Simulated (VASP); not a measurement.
# LiH (P6_3/mmc) in VASP: G0W0 quasiparticle levels with LDA

Aim: the G0W0 quasiparticle levels of LiH with LDA.

All numbers are computed with VASP 6.6.1; they aren't measurements. Logs are shortened: lines on timing, memory, paths and dates and some standing lists are left out, and cuts for length are marked.

### Step 1. The cell of the first run

Symmetry: P6_3/mmc, No. 194, hexagonal system. Conventional cell: a = 2.782 Å, b = 2.782 Å, c = 4.873 Å, α = 90.00°, β = 90.00°, γ = 120.00°. Within 2.8 Å of Li (site symmetry -3m) lie 6 H at 2.02 Å and 8 Li at 2.44 to 2.78 Å. Within 2.8 Å of H (site symmetry -6m2) lie 6 Li at 2.02 Å and 6 H at 2.78 Å.

### Step 2. G0W0 quasiparticle levels, LDA

Contents of POSCAR:

```
LiH
1.0
    2.7815484418      0.0000000000      0.0000000000
   -1.3907742209      2.4088916124      0.0000000000
    0.0000000000      0.0000000000      4.8729606993
Li H
2 2
Direct
    0.0000000000      0.0000000000      0.0000000000
    0.0000000000      0.0000000000      0.5000000000
    0.3333333333      0.6666666667      0.2500000000
    0.6666666667      0.3333333333      0.7500000000
```

Contents of INCAR.step1:

```
SYSTEM = LiH
  ALGO = Normal
  EDIFF = 1E-8
  ENCUT = 500
  GGA = CA
  ISMEAR = 0
  LASPH = .TRUE.
  LCHARG = .FALSE.
  LREAL = .FALSE.
  LWAVE = .TRUE.
  NELM = 60
  PREC = Accurate
  SIGMA = 0.01
```

Contents of INCAR.step2:

```
SYSTEM = LiH
  ALGO = Exact
  EDIFF = 1E-8
  ENCUT = 500
  GGA = CA
  ISMEAR = 0
  ISTART = 1
  LASPH = .TRUE.
  LCHARG = .FALSE.
  LOPTICS = .TRUE.
  LREAL = .FALSE.
  LWAVE = .TRUE.
  NBANDS = 124
  NELM = 1
  PREC = Accurate
  SIGMA = 0.01
```

Contents of INCAR.step3:

```
SYSTEM = LiH
  ALGO = EVGW0
  EDIFF = 1E-8
  ENCUT = 500
  ENCUTGW = 140.0
  GGA = CA
  ISMEAR = 0
  ISTART = 1
  LASPH = .TRUE.
  LCHARG = .FALSE.
  LREAL = .FALSE.
  LWAVE = .FALSE.
  NBANDS = 124
  NBANDSGW = 10
  NELMGW = 1
  NOMEGA = 96
  OMEGAMAX = 20
  PREC = Accurate
  PRECFOCK = Fast
  SIGMA = 0.01
```

Contents of KPOINTS:

```
k-points
0
G
  6 6 4
  0 0 0
```

Potentials or basis: VASP PAW LDA potentials, release 64 (Li_GW, H_GW).

The run is started by

```
$ cat potpaw_LDA.64/Li_GW/POTCAR potpaw_LDA.64/H_GW/POTCAR > POTCAR
$ cp INCAR.step1 INCAR
$ mpirun -np 1 vasp_std > vasp.out
$ cp INCAR.step2 INCAR
$ mpirun -np 1 vasp_std > vasp.out
$ cp INCAR.step3 INCAR
$ mpirun -np 1 vasp_std > vasp.out
```

OUTCAR:

```text
SYSTEM = LiH
   EDIFF = 1E-8
   ENCUT = 500
   ENCUTGW = 140.0
   GGA = CA
   ISMEAR = 0
   ISTART = 1
   LASPH = .TRUE.
   LREAL = .FALSE.
   NELMGW = 1
   PREC = Accurate
   PRECFOCK = Fast

 ion  position               nearest neighbor table
   1  0.000  0.000  0.000-   3 2.02   4 2.02   3 2.02   4 2.02   4 2.02   3 2.02   2 2.44   2 2.44

   2  0.000  0.000  0.500-   3 2.02   4 2.02   3 2.02   4 2.02   4 2.02   3 2.02   1 2.44   1 2.44

   3  0.333  0.667  0.250-   1 2.02   2 2.02   1 2.02   2 2.02   1 2.02   2 2.02
   4  0.667  0.333  0.750-   1 2.02   2 2.02   1 2.02   2 2.02   1 2.02   2 2.02

  LATTYP: Found a hexagonal cell.
 ALAT       =     2.7815484418
 C/A-ratio  =     1.7518877709

  Lattice vectors:

 A1 = (   2.7815484418,   0.0000000000,   0.0000000000)
 A2 = (  -1.3907742209,   2.4088916124,   0.0000000000)
 A3 = (   0.0000000000,   0.0000000000,   4.8729606993)

Analysis of symmetry for initial positions (statically):
=====================================================================
 Subroutine PRICEL returns:
 Original cell was already a primitive cell.

 Routine SETGRP: Setting up the symmetry group for a
 hexagonal supercell.

 Subroutine GETGRP returns: Found 24 space group operations
 (whereof 12 operations were pure point group operations)
 out of a pool of 24 trial point group operations.

The static configuration has the point symmetry D_3d.
 The point group associated with its full space group is D_6h.

Analysis of symmetry for dynamics (positions and initial velocities):
=====================================================================
 Subroutine PRICEL returns:
 Original cell was already a primitive cell.

 Routine SETGRP: Setting up the symmetry group for a
 hexagonal supercell.

 Subroutine GETGRP returns: Found 24 space group operations
 (whereof 12 operations were pure point group operations)
 out of a pool of 24 trial point group operations.

The dynamic configuration has the point symmetry D_3d.
 The point group associated with its full space group is D_6h.
[... 86 lines left out ...]
   ions per type =               2   2
   NGX,Y,Z   is equivalent  to a cutoff of  11.95, 11.95, 12.28 a.u.
   NGXF,Y,Z  is equivalent  to a cutoff of  23.91, 23.91, 24.56 a.u.
 SYSTEM =  LiH
   PREC   = accura    normal or accurate (medium, high low for compatibility)
   ISTART =      1    job   : 0-new  1-cont  2-samecut
   ICHARG =      0    charge: 1-file 2-atom 10-const
   ISPIN  =      1    spin polarized calculation?
   LNONCOLLINEAR =      F non collinear calculations
   LSORBIT =      F    spin-orbit coupling
   LASPH  =      T    aspherical Exc in radial PAW
   ENCUT  =  500.0 eV  36.75 Ry    6.06 a.u.   5.07  5.07  8.88*2*pi/ulx,y,z
   NELM   =     60;   NELMIN=  2; NELMDL=  0     # of ELM steps
   EDIFF  = 0.1E-07   stopping-criterion for ELM
   LREAL  =      F    real-space projection
   EDIFFG = 0.1E-06   stopping-criterion for IOM
   NSW    =      0    number of steps for IOM
   IBRION =     -1    ionic relax: 0-MD 1-quasi-New 2-CG
   NFREE  =      0    steps in history (QN), initial steepest desc. (CG)
   ISIF   =      0    stress and relaxation
   ISYM   =      3    0-nonsym 1-usesym 2-fastsym
   POTIM  = 0.5000    time-step for ionic-motion
   TEBEG  =    0.0;   TEEND  =   0.0 temperature during run
   PSTRESS=    0.0 pullay stress
   NELECT =       4.0000    total number of electrons
   NUPDOWN=      -1.0000    fix difference up-down
   EMIN   =  10.00;   EMAX   =-10.00  energy-range for DOS
   EFERMI =   0.00;   METHOD = LEGACY
   ISMEAR =     0;   SIGMA  =   0.01  broadening in eV -4-tet -1-fermi 0-gaus
   EFERMI_NEDOS =   21; number of points for ismear=-14 and -15
   IALGO  =     38    algorithm
   IMIX   =      4    mixing-type and parameters
     AMIX     =   0.40;   BMIX     =  1.00
     AMIX_MAG =   1.60;   BMIX_MAG =  1.00
  volume/ion in A,a.u.               =       8.16        55.08
  Fermi-wavevector in a.u.,A,eV,Ry     =   0.813072  1.536484  8.994631  0.661087
  Thomas-Fermi vector in A             =   1.922731
   LORBIT       =      0    0 simple, 1 ext, 2 COOP (PROOUT), +10 PAW based schemes
   GGA     = CA    functional components
   LHFCALC =     T    Hartree Fock is set to
   PRECFOCK=fast      Normal, Fast or Accurate (Low or Medium for compatibility)
   ENCUT4O =  -1.0   cutoff for four orbital integrals eV
   NKREDX  =     1    reduce k-point grid by
   NKREDY  =     1    reduce k-point grid by
   NKREDZ  =     1    reduce k-point grid by
   AEXX    =    1.0000 exact exchange contribution
   HFSCREEN=    0.0000 screening length (either q_TF or 0.3 A-1)
   HFSCREENC=   0.0000 screening length for correlation (either q_TF or 0.3 A-1)
   ENCUTFOCK=  -1.0 apply spherical cutoff to Coloumb kernel
   IVDW    =     0    specifies the selected vdW correction
   LEPSILON=     F    determine dielectric tensor
   LRPA    =     F    only Hartree local field effects (RPA)
   LRPAFORCE           =     F    calculate RPA forces
   ENCUTGW             = 140.0    cutoff for response function in eV
   ENCUTGWSOFT         = 112.0    soft cutoff for Coulomb kernel in GW response function in eV
   ENCUTLF             =  -1.0    cutoff for local field effects
   NELMGW              =     1    number of iterations in solving QP/BSE equation
   NELMHF              =     1    number of iterations in the inner HF iteration
   NKREDLFX            =     1    NKREDLFY  =   1   NKREDLFZ  =   1
 non-spin polarized calculation
 Gauss-broadening in eV      SIGMA  =   0.01
  energy-cutoff  :      500.00
  volume of cell :       32.65
 maximum number of plane-waves:       846
  NGX = 12; NGY = 12; NGZ = 24
   NGX = 11   NGY = 11   NGZ = 17
 maximum number of plane-waves:       135

 QP shifts <psi_nk| G(iteration)W_0 |psi_nk>: iteration 1
 for sc-GW calculations column KS-energies equals QP-energies in previous step
 and V_xc(KS)=  KS-energies - (<T + V_ion + V_H > + <T+V_H+V_ion>^1  + <V_x>^1)

 k-point   1 :       0.0000    0.0000    0.0000
  band No.  KS-energies  QP-energies   sigma(KS)   V_xc(KS)     V^pw_x(r,r')   Z            occupation Imag(sigma)

      1      -6.2692      -7.6707     -11.3905      -9.2778     -14.9901       0.6634       2.0000       0.1759
      2      -3.9782      -5.3039     -11.6941      -9.8522     -14.2065       0.7197       2.0000       0.0834
      3       3.4165       4.1530      -6.7542      -7.6889      -3.1226       0.7879       0.0000      -0.0679
      4      13.4894      14.1031      -9.1293      -9.9843      -3.3663       0.7179       0.0000      -0.6595
      5      14.9495      15.4027     -10.0422     -10.6744      -3.8383       0.7169       0.0000      -0.9550
      6      15.0322      16.1382      -6.4682      -7.9684      -1.2261       0.7372       0.0000      -0.5017
      7      15.0322      16.1382      -6.4682      -7.9684      -1.2261       0.7372       0.0000      -0.5017
      8      15.4166      16.4976      -6.7937      -8.2348      -1.5881       0.7501       0.0000      -0.5957
      9      18.6781      19.4018      -7.6285      -8.4918      -1.9804       0.8384       0.0000      -1.4905
     10      18.6781      19.4018      -7.6285      -8.4918      -1.9804       0.8384       0.0000      -1.4905
[... 270 lines left out ...]
      1      -1.5472      -2.9054     -12.3477     -10.5462     -14.0100       0.7539       2.0000       0.0431
      2      -1.5472      -2.9054     -12.3477     -10.5462     -14.0100       0.7539       2.0000       0.0431
      3       3.3692       4.2487      -6.6229      -7.7310      -3.1084       0.7937       0.0000      -0.0639
      4       3.3692       4.2487      -6.6229      -7.7310      -3.1084       0.7937       0.0000      -0.0639
      5       6.2012       7.1711      -6.7074      -7.9682      -2.5580       0.7693       0.0000      -0.0906
      6       6.2012       7.1711      -6.7074      -7.9682      -2.5580       0.7693       0.0000      -0.0906
      7      12.3187      13.0121      -7.7401      -8.6924      -2.3125       0.7282       0.0000      -0.5113
      8      12.3187      13.0121      -7.7401      -8.6924      -2.3125       0.7282       0.0000      -0.5113
      9      15.4166      16.1547      -7.3833      -8.3407      -2.1034       0.7710       0.0000      -0.8352
     10      15.4166      16.1547      -7.3833      -8.3407      -2.1034       0.7710       0.0000      -0.8352
```

OUTCAR.step1:

```text
SYSTEM = LiH
   EDIFF = 1E-8
   ENCUT = 500
   GGA = CA
   ISMEAR = 0
   LASPH = .TRUE.
   LREAL = .FALSE.
   NELM = 60
[... 414 lines left out ...]
      0.00000      0.00000      2.43648        -0.000000      0.000000     -0.000000
     -0.00000      1.60593      1.21824         0.000000      0.000000     -0.000000
      1.39077      0.80296      3.65472        -0.000000     -0.000000      0.000000
 -----------------------------------------------------------------------------------
    total drift:                                0.000000     -0.000000      0.000000

  FREE ENERGIE OF THE ION-ELECTRON SYSTEM (eV)
  ---------------------------------------------------
  free  energy   TOTEN  =       -12.7405145015 eV

  energy  without entropy=      -12.7405145015  energy(sigma->0) =      -12.74051450
```

OUTCAR.step2:

```text
SYSTEM = LiH
   EDIFF = 1E-8
   ENCUT = 500
   GGA = CA
[... 920 lines left out ...]
  --------------------------------------------------------------------------------------------------------------
     0.00000     4.39956     4.39956     4.19282    -0.00000    -0.00000     0.00000
     1.69063     4.71458     4.71458     4.45000    -0.00000    -0.00000     0.00000
     3.38127     6.32977     6.32977     5.67172    -0.00000    -0.00000     0.00000
     5.07190     0.37362     0.37362     4.60803     0.00000    -0.00000     0.00000
     6.76253    -3.23637    -3.23637    -0.99233     0.00000    -0.00000    -0.00000
     8.45317    -0.90699    -0.90699     1.95378     0.00000     0.00000     0.00000
[... 92 lines left out ...]
   165.68210     0.99354     0.99354     0.99356     0.00000     0.00000    -0.00000
   167.37273     0.99368     0.99368     0.99369     0.00000     0.00000    -0.00000
```

Run time: 3.3 min. Hardware: 1 thread of Intel Xeon Platinum 8559C (Emerald Rapids), shared host; peak memory 0.49 GiB.

Results:

| Quantity | Value |
| --- | --- |
| Quasiparticle gap | 6.24 eV |
| Least direct quasiparticle gap | 6.85 eV |
| Band gap of the starting levels on the mesh | 4.05 eV |
| Least direct gap of the starting levels on the mesh | 4.62 eV |

Caveat: the k points lie up to 0.43 Å⁻¹ apart; bands, screening cutoff and mesh are small and nothing is extrapolated, so the quasiparticle values aren't converged.
